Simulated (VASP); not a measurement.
# SiC (P6_3mc) in VASP: notebook, part 2 of 2

VASP 6.6.1. The steps go on from the part before.

## Step 4: Single point, PBE

Contents of INCAR:

```
SYSTEM = SiC
  PREC = Accurate
  ENCUT = 520
  EDIFF = 1E-7
  ISMEAR = 0
  SIGMA = 0.1
  LREAL = .False.
  LASPH = .True.
  NELM = 80
  ALGO = Normal
  ISIF = 2
  LWAVE = .False.
  LCHARG = .False.
  GGA = PE
  NBANDS = 16
```

Contents of KPOINTS:

```
regular mesh
0
Gamma
  6 6 4
  0 0 0
```

Contents of POSCAR:

```
SiC
1.0
    3.0917664104      0.0000000000      0.0000000000
   -1.5458832052      2.6775482539      0.0000000000
    0.0000000000      0.0000000000      5.0740211710
Si C
2 2
Direct
    0.3333333333      0.6666666667      0.0045635315
    0.6666666667      0.3333333333      0.5045635315
    0.3333333333      0.6666666667      0.3804364685
    0.6666666667      0.3333333333      0.8804364685
```

Launch:

```bash
$ cat potpaw_PBE.64/Si/POTCAR potpaw_PBE.64/C/POTCAR > POTCAR
$ mpirun -np 1 vasp_std > vasp.out
```

Wall time 10 s (1 thread of Intel Xeon Platinum 8375C at 2.90GHz (Ice Lake), shared host); peak memory 0.15 GiB.

It converged, with:

- Free energy: -30.0998 eV
- Pressure: 0.0 GPa
- Largest force: 0.004 eV/Å
- Band gap on the k mesh: 2.30 eV, indirect (least direct gap 3.94 eV)

Forces on the atoms (eV/Å):
```
Si   0.000  0.000 -0.004
Si   0.000  0.000 -0.004
C    0.000  0.000  0.004
C    0.000  0.000  0.004
```

Stress tensor (GPa, compression positive):
```
 0.05  0.00  0.00
 0.00  0.05  0.00
 0.00  0.00 -0.12
```

Levels at points of the mesh, in eV from the valence-band top:
| k point | band 6 | band 7 | band 8 | band 9 | band 10 | band 11 |
| --- | --- | --- | --- | --- | --- | --- |
| (0.00, 0.00, 0.00) | -0.11 | 0.00 | 0.00 | 4.67 | 6.05 | 6.57 |
| (0.50, 0.00, 0.00) | -3.29 | -3.24 | -1.19 | 2.75 | 4.21 | 6.76 |
| (0.00, 0.00, 0.50) | -0.71 | -0.71 | -0.71 | 5.76 | 5.76 | 7.26 |
| (0.50, 0.00, 0.50) | -2.42 | -2.31 | -2.31 | 3.25 | 3.25 | 5.19 |

A k mesh can miss the band edges. PBE gaps usually lie below the measured ones, often by a third to a half.

## Step 5: Relaxation of cell and atoms, PBE

This run uses another cell than the first one, of 10.34 Å³/atom, 0.985 times its volume.

Contents of INCAR:

```
SYSTEM = SiC
PREC = Accurate ; ENCUT = 600
EDIFF = 1E-7 ; ISMEAR = 0
SIGMA = 0.1 ; LREAL = .FALSE.
LASPH = .TRUE. ; NELM = 80
ALGO = Normal ; ISIF = 3
LWAVE = .FALSE. ; LCHARG = .FALSE.
GGA = PE ; IBRION = 2
NSW = 100 ; EDIFFG = -0.05
```

Contents of KPOINTS:

```
Automatic mesh
0
G
  6 6 4
  0 0 0
```

Contents of POSCAR:

```
SiC
1.0
    3.0759982064      0.0000000000      0.0000000000
   -1.5379991032      2.6638925888      0.0000000000
    0.0000000000      0.0000000000      5.0480000000
Si C
2 2
Direct
    0.3333333333      0.6666666667      0.0000000000
    0.6666666667      0.3333333333      0.5000000000
    0.3333333333      0.6666666667      0.3850000000
    0.6666666667      0.3333333333      0.8850000000
```

Launch:

```bash
$ cat potpaw_PBE.64/Si/POTCAR potpaw_PBE.64/C/POTCAR > POTCAR
$ mpirun -np 1 vasp_std > vasp.out
```

It took 31 s on 1 thread of Intel Xeon Platinum 8375C at 2.90GHz (Ice Lake), shared host; peak memory 0.17 GiB.

It converged, with:

```yaml
Free_energy: -30.1019 eV
Relaxed_volume: 10.49 Å³/atom
Relaxed_cell: a = 3.090 Å, b = 3.090 Å, c = 5.074 Å, α = 90.00°, β = 90.00°, γ = 120.00°
Space_group_after_relaxing_to_0.05_Å: P6_3mc (No. 186)
Energy_gained_by_relaxing: 10.4 meV/atom
Ionic_steps: 4
Pressure_after_relaxing: 0.1 GPa
Largest_force_after_relaxing: 0.025 eV/Å
Band_gap_on_the_k_mesh: 2.29 eV, indirect (least direct gap 3.94 eV)
```

Forces on the atoms (eV/Å):
```
Si   0.000  0.000 -0.025
Si   0.000  0.000 -0.025
C    0.000  0.000  0.025
C    0.000  0.000  0.025
```

Stress tensor (GPa, compression positive):
```
 0.13  0.00  0.00
 0.00  0.13  0.00
 0.00  0.00 -0.09
```

Step by step:
```tsv
step	energy change (eV)	largest force (eV/Å)	pressure (GPa)	volume (Å³)
1	0.0000	0.7450	3.50	41.36
2	-0.0027	0.6235	-3.41	42.73
3	-0.0386	0.0837	-0.43	42.06
4	-0.0415	0.0247	0.06	41.97
```

Final structure:
```yaml
crystal:
  lattice:
    - [3.09045, 0.00000, 0.00000]
    - [-1.54522, 2.67640, 0.00000]
    - [0.00000, 0.00000, 5.07364]
  atoms:
    - { symbol: Si, position: [0.33333, 0.66667, 0.00470] }
    - { symbol: Si, position: [0.66667, 0.33333, 0.50470] }
    - { symbol: C, position: [0.33333, 0.66667, 0.38030] }
    - { symbol: C, position: [0.66667, 0.33333, 0.88030] }
```

Levels at points of the mesh, in eV from the valence-band top:
```
           k point  band 6  band 7  band 8  band 9  band 10  band 11
(0.00, 0.00, 0.00)   -0.12    0.00    0.00    4.68     6.05     6.58
(0.50, 0.00, 0.00)   -3.29   -3.25   -1.19    2.75     4.20     6.76
(0.00, 0.00, 0.50)   -0.71   -0.71   -0.71    5.77     5.77     7.27
(0.50, 0.00, 0.50)   -2.43   -2.32   -2.32    3.25     3.25     5.19
```

Caveat: the relaxation stopped at a loose force limit of 0.05 eV/Å, so its end isn't a converged minimum.

## Step 6: Single point, PBE

Contents of INCAR:

```
PREC     = Accurate       # precision mode
ENCUT    = 520            # plane-wave cutoff, eV
EDIFF    = 1E-6           # SCF threshold, eV
ISMEAR   = 0              # smearing method
SIGMA    = 0.02           # smearing width, eV
LREAL    = False          # projectors in reciprocal space
LASPH    = True           # aspherical terms in the spheres
NELM     = 100            # most SCF steps
ALGO     = Normal         # electronic algorithm
ISIF     = 2              # what is computed and relaxed
LWAVE    = False          # write WAVECAR
LCHARG   = False          # write CHGCAR
GGA      = PE             # functional
NBANDS   = 16             # bands
```

Contents of KPOINTS:

```
Automatic mesh
0
Gamma
  12 12 6
```

Contents of POSCAR:

```
SiC
1.0
    3.0917664104      0.0000000000      0.0000000000
   -1.5458832052      2.6775482539      0.0000000000
    0.0000000000      0.0000000000      5.0740211710
Si C
2 2
Direct
    0.3333333333      0.6666666667      0.0045635315
    0.6666666667      0.3333333333      0.5045635315
    0.3333333333      0.6666666667      0.3804364685
    0.6666666667      0.3333333333      0.8804364685
```

Potentials or basis: VASP PAW PBE potentials, release 64 (Si, C).

Launch:

```bash
$ cat potpaw_PBE.64/Si/POTCAR potpaw_PBE.64/C/POTCAR > POTCAR
$ mpirun -np 1 vasp_std > vasp.out
```

Wall time 32 s (1 thread of Intel Xeon Platinum 8375C at 2.90GHz (Ice Lake), shared host); peak memory 0.18 GiB.

The run converged. Its results:

* Free energy: -30.1103 eV
* Pressure: 0.0 GPa
* Largest force: 0.003 eV/Å
* Band gap on the k mesh: 2.30 eV, indirect (least direct gap 3.94 eV)

Forces in eV/Å, atoms in the order of the input:
```
Si   0.000  0.000  0.003
Si   0.000  0.000  0.003
C    0.000  0.000 -0.003
C    0.000  0.000 -0.003
```

Levels at points of the mesh, in eV from the valence-band top:
```tsv
k point	band 4	band 5	band 6	band 7	band 8	band 9	band 10	band 11	band 12	band 13
(0.00, 0.00, 0.00)	-1.31	-1.31	-0.11	0.00	0.00	4.68	6.05	6.58	6.58	7.62
(0.50, 0.00, 0.00)	-6.25	-5.37	-3.29	-3.24	-1.19	2.75	4.21	6.76	7.07	9.91
(0.00, 0.00, 0.50)	-4.41	-0.71	-0.71	-0.71	-0.71	5.76	5.76	7.27	7.27	7.27
(0.50, 0.00, 0.50)	-8.19	-2.42	-2.42	-2.31	-2.31	3.25	3.25	5.19	5.19	10.27
```

A k mesh can miss the band edges.

## Step 7: Overview

| task | cell | k mesh | cutoff (eV) | smearing | gap on the mesh (eV) | pressure (GPa) | relaxed volume (Å³/atom) |
| --- | --- | --- | --- | --- | --- | --- | --- |
| single point | a = 3.092, b = 3.092, c = 5.074 Å, angles 90.0, 90.0, 120.0°, 4 atoms | 12 × 12 × 6 | 520 | gaussian 0.02 eV | 2.30 | 0.0 | - |
| relaxation of cell and atoms | relaxed from a = 3.092, b = 3.092, c = 5.074 Å, angles 90.0, 90.0, 120.0°, 4 atoms | 12 × 12 × 6 | 600 | gaussian 0.02 eV | 2.30 | 0.0 | 10.49 |
| single point | a = 3.092, b = 3.092, c = 5.074 Å, angles 90.0, 90.0, 120.0°, 4 atoms | 6 × 6 × 4 | 520 | gaussian 0.1 eV | 2.30 | 0.0 | - |
| relaxation of cell and atoms | relaxed from a = 3.076, b = 3.076, c = 5.048 Å, angles 90.0, 90.0, 120.0°, 4 atoms | 6 × 6 × 4 | 600 | gaussian 0.1 eV | 2.29 | 0.1 | 10.49 |

Alike in all rows: level PBE; potentials or basis VASP PAW PBE potentials, release 64 (Si, C); no spin polarisation.

Caveats: the relaxation stopped at a loose force limit of 0.05 eV/Å, so its end isn't a converged minimum (some runs).

Absolute energies hang on the potentials; compare differences alone.
